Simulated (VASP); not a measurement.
**GeCN2: single point with PBE**

Crystal: GeCN2.

```
CELL_PARAMETERS angstrom
1.79379 1.03565 4.92196
-1.79379 1.03565 4.92196
0.00000 -2.07129 4.92196
ATOMIC_POSITIONS crystal
Ge 0.00000 0.00000 0.00000
N 0.58390 0.58390 0.58390
N 0.41610 0.41610 0.41610
C 0.50000 0.50000 0.50000
```

* Program: VASP 6.6.1
* Task: single point
* Functional: PBE
* Potentials or basis: VASP PAW PBE potentials, release 64 (Ge_d, N, C)
* Cutoff: 520 eV
* k mesh: 5 × 5 × 5
* Occupations: fermi-dirac, width 0.05 eV
* Spin: no spin polarisation
* Dipole correction: no
* Further INCAR settings: ALGO = Normal; EDIFF = 1e-06; NBANDS = 22

The pressure is 0.1 GPa. The largest force is 0.078 eV/Å. The band gap on the k mesh is 1.44 eV, indirect (least direct gap 2.21 eV).

Forces in eV/Å, atoms in the order of the input:
```
Ge   0.000  0.000  0.000
N    0.000  0.000  0.078
N    0.000  0.000 -0.078
C    0.000  0.000  0.000
```

Stress tensor (GPa, compression positive):
```
-0.10  0.00  0.00
 0.00 -0.10  0.00
 0.00  0.00  0.49
```

Levels at points of the mesh, in eV from the valence-band top:
```csv
k point,band 10,band 11,band 12,band 13,band 14,band 15,band 16,band 17,band 18,band 19
"(0.00, 0.00, 0.00)",-4.94,-4.94,-1.88,-1.64,-1.64,2.77,3.51,3.51,5.33,7.51
```

It took 19 s on 1 thread of Intel(R) Xeon(R) 6975P-C (Granite Rapids) (shared host), peak memory 0.24 GiB.

A k mesh can miss the band edges. As with any semilocal functional, this PBE gap is likely too small.
